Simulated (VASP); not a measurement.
MgO: single point with r2SCAN

Crystal: MgO.

```xyz
4
Lattice="2.9231 -0.0820 0.0000 -1.5325 2.5724 0.0000 0.0000 0.0000 5.0921" Properties=species:S:1:pos:R:3 pbc="T T T"
Mg    0.0000    0.0000    0.0000
Mg    0.0000    0.0000    2.5461
O    -0.0457    1.6837    1.2730
O     1.4362    0.8067    3.8191
```

This cell differs from its parent crystal: shear xy strain -5.6%.

```json
{"Program": "VASP 6.6.1", "Task": "single point", "Functional": "r2SCAN", "Potentials or basis": "VASP PAW PBE potentials, release 64 (Mg, O)", "Cutoff": "520 eV", "k mesh": "12 × 12 × 6", "Occupations": "gaussian, width 0.01 eV", "Spin": "no spin polarisation"}
```

| Property | Result |
| --- | --- |
| Pressure | -0.6 GPa |
| Band gap on the k mesh | 5.16 eV |

Forces on the atoms (eV/Å):
```
Mg   0.000  0.000  0.000
Mg   0.000  0.000  0.000
O    0.003  0.000  0.000
O   -0.003  0.000  0.000
```

Stress tensor (GPa, compression positive):
```
-0.88  7.66  0.00
 7.66 -0.12  0.00
 0.00  0.00 -0.82
```

Levels at points of the mesh, in eV from the valence-band top:
```csv
k point,band 6,band 7,band 8,band 9,band 10,band 11
"(0.00, 0.00, 0.00)",-0.51,-0.25,0.00,5.16,8.88,12.77
"(0.50, 0.00, 0.00)",-1.73,-1.66,-1.09,8.98,9.94,11.54
"(0.00, 0.50, 0.00)",-1.72,-1.38,-0.86,9.24,10.43,11.22
"(0.50, 0.50, 0.00)",-1.76,-1.11,-0.65,9.50,10.94,11.01
"(0.00, 0.00, 0.50)",-0.54,-0.26,-0.26,7.64,7.64,12.81
"(0.50, 0.00, 0.50)",-1.67,-1.38,-1.38,9.43,9.43,11.64
"(0.00, 0.50, 0.50)",-1.70,-1.13,-1.13,9.53,9.53,11.76
"(0.50, 0.50, 0.50)",-1.71,-0.89,-0.89,9.50,9.50,11.99
```

Run time: 9 min on 1 thread of Intel(R) Xeon(R) Platinum 8259CL CPU @ 2.50GHz (Skylake/Cascade Lake), with other jobs on the host, peak memory 0.29 GiB.

Caveat: the cell differs from its parent crystal (shear xy strain -5.6%); the PAW data sets were made with another functional, which shifts forces and pressure a little. A k mesh can miss the band edges.
